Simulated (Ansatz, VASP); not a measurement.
## Two plane-wave programs on Al

INCAR

```
SYSTEM = Al
PREC = Accurate
ENCUT = 600
EDIFF = 1E-6
ISMEAR = 0
SIGMA = 0.1
LREAL = .FALSE.
LASPH = .TRUE.
NELM = 80
ALGO = Normal
ISIF = 3
LWAVE = .FALSE.
LCHARG = .FALSE.
GGA = PE
IBRION = 2
NSW = 100
EDIFFG = -0.002
```

The input KPOINTS:

```
regular mesh
0
G
  24 24 24
  0 0 0
```

The input POSCAR:

```
Al
1.0
    0.0000000000      2.0248050000      2.0248050000
    2.0248050000      0.0000000000      2.0248050000
    2.0248050000      2.0248050000      0.0000000000
Al
1
Direct
    0.0000000000      0.0000000000      0.0000000000
```

Input for Ansatz:

```yaml
crystal:
  lattice:
    - [0.0, 2.024805, 2.024805]
    - [2.024805, 0.0, 2.024805]
    - [2.024805, 2.024805, 0.0]
  atoms:
    - { symbol: Al, position: [0.0, 0.0, 0.0] }
basis:
  ecutwfc: 420
kpoints:
  mp_grid: { grid: [24, 24, 24] }
hamiltonian:
  xc: pbe
scf:
  occupations: { method: gaussian, width: 0.1 }
output:
  forces: true
  stress: true
  eigenvalues: true
  write_density: true
  write_potential: true
  elf: true
  volumetric_format: npy
relax:
  adjacent_minimum: "off"
  f_tol: 0.002
  max_steps: 80
  cell: { stress_tol: 0.02 }
```

Alike in both runs: task relaxation of cell and atoms; functional PBE; k mesh 24 × 24 × 24; occupations gaussian, width 0.1 eV; no spin polarisation.

|  | VASP | Ansatz |
| --- | --- | --- |
| version | VASP 6.6.1 | Ansatz 0.2.0 |
| potentials or method | VASP PAW PBE potentials, release 64 (Al), cutoff 600 eV | scalar-relativistic, plane waves, PAW |
| valence electrons in the cell | 3 | 3 |

VASP gave:

```
gap on the k mesh at the Fermi level, each at its own relaxed structure (eV) : none
relaxed volume (Å³/atom)                                                     : 16.47
relaxed cell length with the largest relative difference (Å)                 : 2.856
```

Q: Estimate Ansatz's values.

A: gap on the k mesh at the Fermi level, each at its own relaxed structure (eV): none; relaxed volume (Å³/atom): 16.48; relaxed cell length with the largest relative difference (Å): 2.857.

A gap of «none» marks a metal or a gap that the smearing closes.
